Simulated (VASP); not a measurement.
**KBeBr: single point with PBE**

Crystal: KBeBr.

```
CELL_PARAMETERS angstrom
4.70547 0.00000 0.00000
0.00000 4.70547 0.00000
0.00000 0.00000 6.65454
ATOMIC_POSITIONS crystal
K 0.50000 0.50000 0.50000
K 0.00000 0.00000 0.50000
Be 0.00000 0.00000 0.00000
Be 0.50000 0.50000 0.00000
Br 0.50000 0.00000 0.75000
Br 0.00000 0.50000 0.25000
```

- Program: VASP 6.6.1
- Task: single point
- Functional: PBE
- Potentials or basis: VASP PAW PBE potentials, release 64 (K_sv, Be, Br)
- Cutoff: 520 eV
- k mesh: 4 × 4 × 4
- Occupations: gaussian, width 0.1 eV
- Spin: no spin polarisation

```yaml
Pressure: 13.3 GPa
Largest_force: 0.205 eV/Å
Band_gap_on_the_k_mesh: zero (bands 18 and 19 overlap by 0.07 eV)
```

Forces on the atoms (eV/Å):
```
K    0.000  0.000  0.000
K    0.000  0.000  0.000
Be   0.000  0.000  0.000
Be   0.000  0.000  0.000
Br   0.000  0.000  0.205
Br   0.000  0.000 -0.205
```

Stress tensor (GPa, compression positive):
```
14.01  0.00  0.00
 0.00 14.01  0.00
 0.00  0.00 11.85
```

Levels at points of the mesh, in eV from the Fermi level:
| k point | band 16 | band 17 | band 18 | band 19 | band 20 | band 21 |
| --- | --- | --- | --- | --- | --- | --- |
| (0.00, 0.00, 0.00) | -4.84 | -2.11 | -0.44 | 0.07 | 1.69 | 1.69 |
| (0.50, 0.00, 0.00) | -4.82 | -0.58 | -0.58 | 1.28 | 1.28 | 2.08 |
| (0.50, 0.50, 0.00) | -4.89 | -0.24 | -0.24 | 0.05 | 0.05 | 2.98 |
| (0.00, 0.00, 0.50) | -4.54 | -1.19 | -0.42 | -0.05 | 1.27 | 1.69 |
| (0.50, 0.00, 0.50) | -4.84 | -0.72 | -0.72 | 1.42 | 1.42 | 2.15 |
| (0.50, 0.50, 0.50) | -4.98 | 0.02 | 0.02 | 0.25 | 0.25 | 2.30 |

Run time: 38 s on 1 thread of AMD EPYC 9R45 96-Core Processor (Zen 5), with other jobs on the host, peak memory 0.23 GiB.

Caveat: the cell stands under pressure.
